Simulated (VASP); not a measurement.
Set up this calculation in VASP 6.6.1, as the native input.

| Quantity | Value |
| --- | --- |
| Task | single point |
| Functional | r2SCAN |
| Potentials or basis | VASP PAW PBE potentials, release 64 (Cu, O) |
| Cutoff | 520 eV |
| k mesh | 8 × 8 × 5 |
| Occupations | gaussian, width 0.1 eV |
| Spin | collinear spin |
| Starting moments | [1.0, 1.0, 0.0, 0.0] μB |
| Dipole correction | no |
| Further INCAR settings | ALGO = Normal; EDIFF = 1e-06; NBANDS = 29 |

CuO:

```xyz
4
Lattice="2.3399 -1.7384 0.0000 2.3399 1.7384 0.0000 -0.7694 0.0000 5.0611" Properties=species:S:1:pos:R:3 pbc="T T T"
Cu    1.1699    0.8692    0.0000
Cu    0.7852   -0.8692    2.5306
O     2.1475   -0.1318    1.2653
O     1.7628    0.1318    3.7959
```

One way to write it, as run:

POSCAR

```
CuO
1.0
    2.3398500000     -1.7384000000      0.0000000000
    2.3398500000      1.7384000000      0.0000000000
   -0.7694000000      0.0000000000      5.0611500000
Cu O
2 2
Direct
    0.0000000000      0.5000000000      0.0000000000
    0.5000000000      0.0000000000      0.5000000000
    0.5379000000      0.4621000000      0.2500000000
    0.4621000000      0.5379000000      0.7500000000
```

INCAR.step1

```
PREC = Accurate
ENCUT = 520
ISMEAR = 0
SIGMA = 0.1
LREAL = False
LASPH = True
NELM = 150
ISPIN = 2
MAGMOM = 1 1 0 0
LMAXMIX = 4
NBANDS = 29
GGA = PE
ALGO = Normal
EDIFF = 1E-4
LWAVE = True
LCHARG = False
```

INCAR.step2

```
PREC = Accurate
ENCUT = 520
EDIFF = 1E-6
ISMEAR = 0
SIGMA = 0.1
LREAL = False
LASPH = True
NELM = 150
ALGO = Normal
ISIF = 2
LWAVE = False
LCHARG = True
ISPIN = 2
MAGMOM = 1 1 0 0
LORBIT = 11
LMAXMIX = 4
METAGGA = R2SCAN
LMIXTAU = True
LELF = True
LVHAR = True
NBANDS = 29
ISTART = 1
```

KPOINTS

```
Automatic mesh
0
Gamma
  8 8 5
```

Potentials or basis: VASP PAW PBE potentials, release 64 (Cu, O).

Launch:

```sh
$ cat potpaw_PBE.64/Cu/POTCAR potpaw_PBE.64/O/POTCAR > POTCAR
$ cp INCAR.step1 INCAR
$ mpirun -np 1 vasp_std > vasp.out
$ cp INCAR.step2 INCAR
$ mpirun -np 1 vasp_std > vasp.out
```

Results of the run:

| Property | Result |
| --- | --- |
| Pressure | 2.3 GPa |
| Largest force | 0.430 eV/Å |
| Band gap on the k mesh | zero (filled and empty bands overlap) |
| Net moment | 0.01 μB per cell |
| Valence electrons inside the program's atomic spheres | Cu 9.96; O 5.00 |

Caveat: the PAW data sets were made with another functional, which shifts forces and pressure a little; semilocal functionals often make such compounds metallic where correlation or magnetic order opens a gap, which also shifts bond lengths.

It took 4 min on 1 thread of Intel(R) Xeon(R) 6975P-C (Granite Rapids) (shared host), peak memory 0.29 GiB.
